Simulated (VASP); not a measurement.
Hg: single point with PBEsol

Crystal: Hg.

```
CELL_PARAMETERS angstrom
3.44194 0.00000 0.00000
-1.72097 2.98081 0.00000
0.00000 0.00000 11.06233
ATOMIC_POSITIONS crystal
Hg 0.00000 0.00000 0.00000
Hg 0.00000 0.00000 0.50000
Hg 0.33333 0.66667 0.25000
Hg 0.66667 0.33333 0.75000
```

```yaml
Program: VASP 6.6.1
Task: single point
Functional: PBEsol
Potentials_or_basis: VASP PAW PBE potentials, release 64 (Hg)
Cutoff: 520 eV
k_mesh: 9 × 9 × 3
Occupations: methfessel-paxton, width 0.1 eV
Spin: no spin polarisation
Dipole_correction: no
Further_INCAR_settings: ALGO = Normal; EDIFF = 1e-06; NBANDS = 32
```

```yaml
Pressure: -2.5 GPa
Band_gap_on_the_k_mesh: zero (band 24 reaches 0.82 eV, above the bottom of band 25 at 0.38 eV)
```

Stress tensor (GPa, compression positive):
```
-2.46  0.00  0.00
 0.00 -2.46  0.00
 0.00  0.00 -2.54
```

Levels at points of the mesh, in eV from the Fermi level:
```tsv
k point	band 21	band 22	band 23	band 24	band 25	band 26	band 27	band 28
(0.00, 0.00, 0.00)	-5.39	-5.21	-5.21	-1.35	-0.42	6.42	6.43	11.23
```

Wall time 45 s on 1 thread of Intel(R) Xeon(R) Platinum 8488C (Sapphire Rapids), with other jobs on the host, peak memory 0.26 GiB.

Caveat: the PAW data sets were made with another functional, which shifts forces and pressure a little; spin-orbit coupling is left out, which moves the levels of the heavy elements.
